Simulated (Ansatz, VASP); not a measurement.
Ca: VASP beside Ansatz

```
Ca
1.0
     0.00000    2.79420    2.79420
     2.71037    0.00000    2.79420
     2.71037    2.79420    0.00000
Ca
1
Direct
  0.00000 0.00000 0.00000
```

Change from the starting cell: strain -0.0300 x Voigt [1, 0, 0, 0, 0, 0], atoms carried along.

Alike in both runs: task single point; functional PBEsol; k mesh 14 × 14 × 14; occupations gaussian, width 0.15 eV; no spin polarisation.

|  | VASP | Ansatz |
| --- | --- | --- |
| version | VASP 6.6.1 | Ansatz 0.2.0 |
| potentials or method | VASP PAW PBE potentials, release 64 (Ca_sv), cutoff 520 eV | scalar-relativistic, plane waves, PAW |
| valence electrons in the cell | 10 | 10 |

|  | VASP | Ansatz | Ansatz less VASP |
| --- | --- | --- | --- |
| gap on the k mesh at the Fermi level (eV) | none | none | - |
| pressure (GPa) | -0.7 | -0.7 | -0.03 |
| traceless stress, the component that is largest in VASP (GPa) | 0.13 | 0.13 | 0.000 |

VASP's potentials were made for PBE, not for PBEsol. A gap of «none» marks a metal or a gap that the smearing closes.
